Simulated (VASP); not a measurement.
Set up this calculation in VASP 6.6.1, as the native input.

| Item | Value |
| --- | --- |
| Task | single point |
| Functional | PBE |
| Potentials or basis | VASP PAW PBE potentials, release 64 (S, C) |
| Cutoff | 520 eV |
| k mesh | 5 × 5 × 3 |
| Occupations | fermi-dirac, width 0.05 eV |
| Spin | no spin polarisation |
| Dipole correction | no |
| Further INCAR settings | ALGO = Normal; EDIFF = 1e-06; NBANDS = 25 |

The structure of CS2 lies in POSCAR:

```
CS2
1.0
    3.6822458800     -3.0242571400      0.0000000000
    3.6822458800      3.0242571400      0.0000000000
    0.0000000000      0.0000000000      9.8512570000
S C
4 2
Direct
    0.1815210000      0.8184790000      0.8868670000
    0.3184790000      0.6815210000      0.3868670000
    0.6815210000      0.3184790000      0.6131330000
    0.8184790000      0.1815210000      0.1131330000
    0.5000000000      0.5000000000      0.5000000000
    0.0000000000      0.0000000000      0.0000000000
```

One way to write it, as run:

INCAR

```
PREC = Accurate
ENCUT = 520
EDIFF = 1E-6
ISMEAR = -1
SIGMA = 0.05
LREAL = F
LASPH = T
NELM = 80
ALGO = Normal
ISIF = 2
LWAVE = F
LCHARG = F
GGA = PE
NBANDS = 25
```

KPOINTS

```
regular mesh
0
Gamma
  5 5 3
```

Potentials or basis: VASP PAW PBE potentials, release 64 (S, C).

Launch:

```bash
$ cat potpaw_PBE.64/S/POTCAR potpaw_PBE.64/C/POTCAR > POTCAR
$ mpirun -np 1 vasp_std > vasp.out
```

It gave:

* Pressure: -0.6 GPa
* Largest force: 0.376 eV/Å
* Band gap on the k mesh: 3.44 eV

Caveat: this functional lacks dispersion, which holds the molecules together, so the pressure and a relaxed volume are unreliable.

It took 68 s on 1 thread of Intel(R) Xeon(R) Platinum 8559C (Emerald Rapids), with other jobs on the host, peak memory 0.33 GiB.
